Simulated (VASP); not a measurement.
# CdO (Monteponite) (Fm-3m) in VASP: notebook

Runs on CdO (Monteponite). Level: PBE. Tasks: single point.

All numbers are computed with VASP 6.6.1; they aren't measurements. Logs are shortened: lines on timing, memory, paths and dates and some standing lists are left out, and cuts for length are marked.

## (1) The cell of the first run

It takes space group Fm-3m (No. 225, cubic). Conventional cell: a = 4.761 Å, b = 4.761 Å, c = 4.761 Å, α = 90.00°, β = 90.00°, γ = 90.00°. Cd (site symmetry m-3m) has 6 O at 2.38 Å within 3.1 Å. O (site symmetry m-3m) has 6 Cd at 2.38 Å within 3.1 Å.

## (2) Single point, PBE

INCAR reads:

```
SYSTEM = CdO
PREC     = Accurate       ! precision mode
ENCUT    = 600            ! plane-wave cutoff, eV
EDIFF    = 1E-6           ! SCF threshold, eV
ISMEAR   = -1             ! smearing method
SIGMA    = 0.05           ! smearing width, eV
LREAL    = .False.        ! projectors in reciprocal space
LASPH    = .True.         ! aspherical terms in the spheres
NELM     = 120            ! most SCF steps
ALGO     = Normal         ! electronic algorithm
ISIF     = 2              ! what is computed and relaxed
LWAVE    = .False.        ! write WAVECAR
LCHARG   = .False.        ! write CHGCAR
GGA      = PE             ! functional
NBANDS   = 16             ! bands
GGA_COMPAT= .False.
```

KPOINTS reads:

```
Automatic mesh
0
Gamma
  6 6 6
  0 0 0
```

POSCAR reads:

```
CdO
1.0
    0.0000000000      2.3804180193      2.3804180193
    2.3804180193      0.0000000000      2.3804180193
    2.3804180193      2.3804180193      0.0000000000
Cd O
1 1
Direct
    0.0000000000      0.0000000000      0.0000000000
    0.5000000000      0.5000000000      0.5000000000
```

Potentials or basis: VASP PAW PBE potentials, release 64 (Cd, O).

On the command line:

```console
$ cat potpaw_PBE.64/Cd/POTCAR potpaw_PBE.64/O/POTCAR > POTCAR
$ mpirun -np 1 vasp_std > vasp.out
```

OUTCAR:

```text
SYSTEM = CdO
   PREC = Accurate
   ENCUT = 600
   EDIFF = 1E-6
   ISMEAR = -1
   LREAL = .False.
   LASPH = .True.
   NELM = 120
   ISIF = 2
   GGA = PE

 ion  position               nearest neighbor table
   1  0.000  0.000  0.000-   2 2.38   2 2.38   2 2.38   2 2.38   2 2.38   2 2.38
   2  0.500  0.500  0.500-   1 2.38   1 2.38   1 2.38   1 2.38   1 2.38   1 2.38

  LATTYP: Found a face centered cubic cell.
 ALAT       =     4.7608360386

  Lattice vectors:

 A1 = (   0.0000000000,   2.3804180193,   2.3804180193)
 A2 = (   2.3804180193,   0.0000000000,   2.3804180193)
 A3 = (   2.3804180193,   2.3804180193,   0.0000000000)

Analysis of symmetry for initial positions (statically):
=====================================================================
 Subroutine PRICEL returns:
 Original cell was already a primitive cell.

 Routine SETGRP: Setting up the symmetry group for a
 face centered cubic supercell.

 Subroutine GETGRP returns: Found 48 space group operations
 (whereof 48 operations were pure point group operations)
 out of a pool of 48 trial point group operations.

The static configuration has the point symmetry O_h .

Analysis of symmetry for dynamics (positions and initial velocities):
=====================================================================
 Subroutine PRICEL returns:
 Original cell was already a primitive cell.

 Routine SETGRP: Setting up the symmetry group for a
 face centered cubic supercell.

 Subroutine GETGRP returns: Found 48 space group operations
 (whereof 48 operations were pure point group operations)
 out of a pool of 48 trial point group operations.

The dynamic configuration has the point symmetry O_h .

 Subroutine INISYM returns: Found 48 space group operations
 (whereof 48 operations are pure point group operations),
 and found     1 'primitive' translations

----------------------------------------------------------------------------------------

                                     Primitive cell

  volume of cell :      26.9768

  direct lattice vectors                    reciprocal lattice vectors
     0.000000000  2.380418019  2.380418019    -0.210047141  0.210047141  0.210047141
     2.380418019  0.000000000  2.380418019     0.210047141 -0.210047141  0.210047141
     2.380418019  2.380418019  0.000000000     0.210047141  0.210047141 -0.210047141

  length of vectors
     3.366419447  3.366419447  3.366419447     0.363812321  0.363812321  0.363812321

  position of ions in fractional coordinates (direct lattice)
     0.000000000  0.000000000  0.000000000
     0.500000000  0.500000000  0.500000000

  ion indices of the primitive-cell ions
   primitive index   ion index
                 1           1
                 2           2

----------------------------------------------------------------------------------------

 KPOINTS: Automatic mesh

Automatic generation of k-mesh.
 Grid dimensions read from file:
 generate k-points for:    6    6    6

 Generating k-lattice:

  Cartesian coordinates                     Fractional coordinates (reciprocal lattice)
    -0.035007857  0.035007857  0.035007857     0.166666667  0.000000000  0.000000000
     0.035007857 -0.035007857  0.035007857     0.000000000  0.166666667  0.000000000
     0.035007857  0.035007857 -0.035007857     0.000000000  0.000000000  0.166666667

  Length of vectors
     0.060635387  0.060635387  0.060635387

  Shift w.r.t. Gamma in fractional coordinates (k-lattice)
     0.000000000  0.000000000  0.000000000

 Subroutine IBZKPT returns following result:
 ===========================================

 Found     16 irreducible k-points:

 Following reciprocal coordinates:
            Coordinates               Weight
  0.000000  0.000000  0.000000      1.000000
  0.166667  0.000000  0.000000      8.000000
  0.333333  0.000000  0.000000      8.000000
  0.500000  0.000000  0.000000      4.000000
  0.166667  0.166667  0.000000      6.000000
  0.333333  0.166667  0.000000     24.000000
[... 8 lines left out ...]
 -0.333333  0.333333  0.166667     24.000000
 -0.333333  0.500000  0.166667     12.000000
   k-points           NKPTS =     16   k-points in BZ     NKDIM =     16   number of bands    NBANDS=     16
   number of dos      NEDOS =    301   number of ions     NIONS =      2
   total plane-waves  NPLWV =  21952
   dimension x,y,z NGX =    28 NGY =   28 NGZ =   28
   dimension x,y,z NGXF=    56 NGYF=   56 NGZF=   56
   ions per type =               1   1
   NGX,Y,Z   is equivalent  to a cutoff of  13.83, 13.83, 13.83 a.u.
   NGXF,Y,Z  is equivalent  to a cutoff of  27.65, 27.65, 27.65 a.u.
 SYSTEM =  CdO
   PREC   = accura    normal or accurate (medium, high low for compatibility)
   ISTART =      0    job   : 0-new  1-cont  2-samecut
   ICHARG =      2    charge: 1-file 2-atom 10-const
   ISPIN  =      1    spin polarized calculation?
   LNONCOLLINEAR =      F non collinear calculations
   LSORBIT =      F    spin-orbit coupling
   LASPH  =      T    aspherical Exc in radial PAW
   ENCUT  =  600.0 eV  44.10 Ry    6.64 a.u.   6.72  6.72  6.72*2*pi/ulx,y,z
   NELM   =    120;   NELMIN=  2; NELMDL= -5     # of ELM steps
   EDIFF  = 0.1E-05   stopping-criterion for ELM
   LREAL  =      F    real-space projection
   EDIFFG = 0.1E-04   stopping-criterion for IOM
   NSW    =      0    number of steps for IOM
   IBRION =     -1    ionic relax: 0-MD 1-quasi-New 2-CG
   NFREE  =      0    steps in history (QN), initial steepest desc. (CG)
   ISIF   =      2    stress and relaxation
   ISYM   =      2    0-nonsym 1-usesym 2-fastsym
   POTIM  = 0.5000    time-step for ionic-motion
   TEBEG  =    0.0;   TEEND  =   0.0 temperature during run
   PSTRESS=    0.0 pullay stress
   NELECT =      18.0000    total number of electrons
   NUPDOWN=      -1.0000    fix difference up-down
   EMIN   =  10.00;   EMAX   =-10.00  energy-range for DOS
   EFERMI =   0.00;   METHOD = LEGACY
   ISMEAR =    -1;   SIGMA  =   0.05  broadening in eV -4-tet -1-fermi 0-gaus
   EFERMI_NEDOS =   21; number of points for ismear=-14 and -15
   IALGO  =     38    algorithm
   IMIX   =      4    mixing-type and parameters
     AMIX     =   0.40;   BMIX     =  1.00
     AMIX_MAG =   1.60;   BMIX_MAG =  1.00
  volume/ion in A,a.u.               =      13.49        91.02
  Fermi-wavevector in a.u.,A,eV,Ry     =   1.430548  2.703344 27.843882  2.046468
  Thomas-Fermi vector in A             =   2.550381
   LORBIT       =      0    0 simple, 1 ext, 2 COOP (PROOUT), +10 PAW based schemes
   GGA     = PE    functional components
   LHFCALC =     F    Hartree Fock is set to
   AEXX    =    0.0000 exact exchange contribution
   IVDW    =     0    specifies the selected vdW correction
   LEPSILON=     F    determine dielectric tensor
   LRPA    =     F    only Hartree local field effects (RPA)
 non-spin polarized calculation
  energy-cutoff  :      600.00
  volume of cell :       26.98
 maximum number of plane-waves:       934
   NGX = 13   NGY = 13   NGZ = 13

 number of electron      17.9999995 magnetization

 Free energy of the ion-electron system (eV)
  ---------------------------------------------------
  ext. energy  EPLUGINS =         0.00000000
  ---------------------------------------------------
  free energy    TOTEN  =        -7.73004185 eV

  energy without entropy =       -7.72808052  energy(sigma->0) =       -7.72906119

 E-fermi :   1.7975     XC(G=0): -11.4798

 val. band max:        1.6704186548   @ k =   0.5000   0.0000   0.0000
 cond. band min:       3.1214343356   @ k =   0.1667   0.0000   0.0000
 fundamental gap:      1.4510156808
 Fermi energy:         1.7974627065

 k-point     1 :       0.0000    0.0000    0.0000
  band No.  band energies     occupation
      1     -15.4149      2.00000
      2      -4.9665      2.00000
      3      -4.9665      2.00000
      4      -4.9665      2.00000
      5      -4.6856      2.00000
      6      -4.6856      2.00000
[... 8 lines left out ...]
     15      19.3085      0.00000
     16      19.3085      0.00000

 k-point     2 :       0.1667    0.0000    0.0000
  band No.  band energies     occupation
      1     -15.2480      2.00000
      2      -5.0737      2.00000
      3      -4.9886      2.00000
      4      -4.9886      2.00000
      5      -4.7660      2.00000
      6      -4.7660      2.00000
[... 8 lines left out ...]
     15      20.1436      0.00000
     16      20.1436      0.00000

 k-point     3 :       0.3333    0.0000    0.0000
  band No.  band energies     occupation
      1     -14.8894      2.00000
      2      -5.4798      2.00000
      3      -5.3201      2.00000
      4      -5.3201      2.00000
      5      -4.5778      2.00000
      6      -4.5778      2.00000
[... 8 lines left out ...]
     15      21.7206      0.00000
     16      21.7206      0.00000

 k-point     4 :       0.5000    0.0000    0.0000
  band No.  band energies     occupation
      1     -14.6950      2.00000
      2      -5.7773      2.00000
      3      -5.4829      2.00000
      4      -5.4829      2.00000
      5      -4.4626      2.00000
      6      -4.4626      2.00000
[... 8 lines left out ...]
     15      22.5434      0.00000
     16      23.2380      0.00000
[... 172 lines left out ...]
 k-point    14 :       0.5000    0.3333    0.1667
  band No.  band energies     occupation
      1     -14.8007      2.00000
      2      -5.2407      2.00000
      3      -5.1984      2.00000
      4      -5.1091      2.00000
      5      -4.5477      2.00000
      6      -4.3788      2.00000
[... 8 lines left out ...]
     15      22.3867      0.00000
     16      25.1105      0.00000

 k-point    15 :      -0.3333    0.3333    0.1667
  band No.  band energies     occupation
      1     -14.7225      2.00000
      2      -5.3207      2.00000
      3      -5.1129      2.00000
      4      -5.0771      2.00000
      5      -4.4252      2.00000
      6      -4.3729      2.00000
[... 8 lines left out ...]
     15      20.4826      0.00000
     16      26.0014      0.00000

 k-point    16 :      -0.3333    0.5000    0.1667
  band No.  band energies     occupation
      1     -14.7549      2.00000
      2      -5.2469      2.00000
      3      -4.9435      2.00000
      4      -4.7909      2.00000
      5      -4.3379      2.00000
      6      -4.1572      2.00000
[... 8 lines left out ...]
     15      22.6210      0.00000
     16      25.5299      0.00000

------------------------ aborting loop because EDIFF is reached ----------------------------------------

  FORCE on cell =-STRESS in cart. coord.  units (eV):
  Direction    XX          YY          ZZ          XY          YZ          ZX
  --------------------------------------------------------------------------------------
  -------------------------------------------------------------------------------------
  Total        0.2704843      0.2704843      0.2704843      0.0000000      0.0000000     -0.0000000
  in kB       16.0643430     16.0643430     16.0643430      0.0000000      0.0000000     -0.0000000
  external PRESSURE =      16.0643430 kB  Pullay stress =       0.0000000 kB

 VOLUME and BASIS-vectors are now :
 -----------------------------------------------------------------------------
  energy-cutoff  :      600.00
  volume of cell :       26.98
      direct lattice vectors                 reciprocal lattice vectors
     0.000000000  2.380418019  2.380418019    -0.210047141  0.210047141  0.210047141
     2.380418019  0.000000000  2.380418019     0.210047141 -0.210047141  0.210047141
     2.380418019  2.380418019  0.000000000     0.210047141  0.210047141 -0.210047141

 POSITION                                       TOTAL-FORCE (eV/Angst)
 -----------------------------------------------------------------------------------
      0.00000      0.00000      0.00000         0.000000      0.000000      0.000000
      2.38042      2.38042      2.38042        -0.000000     -0.000000     -0.000000
 -----------------------------------------------------------------------------------
    total drift:                                0.000000      0.000000      0.000000

  FREE ENERGIE OF THE ION-ELECTRON SYSTEM (eV)
  ---------------------------------------------------
  free  energy   TOTEN  =        -7.7300418539 eV

  energy  without entropy=       -7.7280805197  energy(sigma->0) =       -7.72906119
```

It took 19 s on 1 thread of Intel Xeon 8259CL, shared host; peak memory 0.16 GiB.

What came out:

- Free energy: -7.7300 eV
- Pressure: 1.6 GPa
- Band gap on the k mesh: zero (band 9 reaches 1.67 eV, above the bottom of band 10 at 1.17 eV)

Caveat: the k points lie up to 0.38 Å⁻¹ apart.

## (3) Single point, PBE

This run uses another cell than the first one, of 13.75 Å³/atom, 1.019 times its volume.

INCAR reads:

```
SYSTEM = CdO
PREC = Accurate
ENCUT = 600
EDIFF = 1E-6
ISMEAR = -1
SIGMA = 0.05
LREAL = .False.
LASPH = .True.
NELM = 120
ALGO = Normal
ISIF = 2
LWAVE = .False.
LCHARG = .False.
GGA = PE
NBANDS = 16
GGA_COMPAT = .False.
```

KPOINTS reads:

```
regular mesh
0
Gamma
  6 6 6
  0 0 0
```

POSCAR reads:

```
CdO
1.0
    0.0000000000      2.3955803263      2.3955803263
    2.3955803263      0.0000000000      2.3955803263
    2.3955803263      2.3955803263      0.0000000000
Cd O
1 1
Direct
    0.0000000000      0.0000000000      0.0000000000
    0.5000000000      0.5000000000      0.5000000000
```

Potentials or basis: VASP PAW PBE potentials, release 64 (Cd, O).

On the command line:

```console
$ cat potpaw_PBE.64/Cd/POTCAR potpaw_PBE.64/O/POTCAR > POTCAR
$ mpirun -np 1 vasp_std > vasp.out
```

It took 18 s on 1 thread of Intel Xeon 8259CL, shared host; peak memory 0.16 GiB.

It converged, with:

| Quantity | Value |
| --- | --- |
| Free energy | -7.7322 eV |
| Pressure | -0.8 GPa |
| Band gap on the k mesh | zero (band 9 reaches 1.50 eV, above the bottom of band 10 at 0.97 eV) |

Levels at points of the mesh, in eV from the Fermi level:
```csv
k point,band 5,band 6,band 7,band 8,band 9,band 10,band 11,band 12,band 13,band 14
"(0.00, 0.00, 0.00)",-6.47,-6.47,-1.25,-1.25,-1.25,-0.66,14.77,16.51,16.51,16.51
"(0.50, 0.00, 0.00)",-6.26,-6.26,-3.79,-0.13,-0.13,4.29,6.78,11.53,11.53,17.04
"(0.50, 0.50, 0.00)",-6.14,-5.90,-4.05,-2.16,-2.16,3.52,8.18,10.89,12.74,12.74
```

Caveat: the k points lie up to 0.38 Å⁻¹ apart.
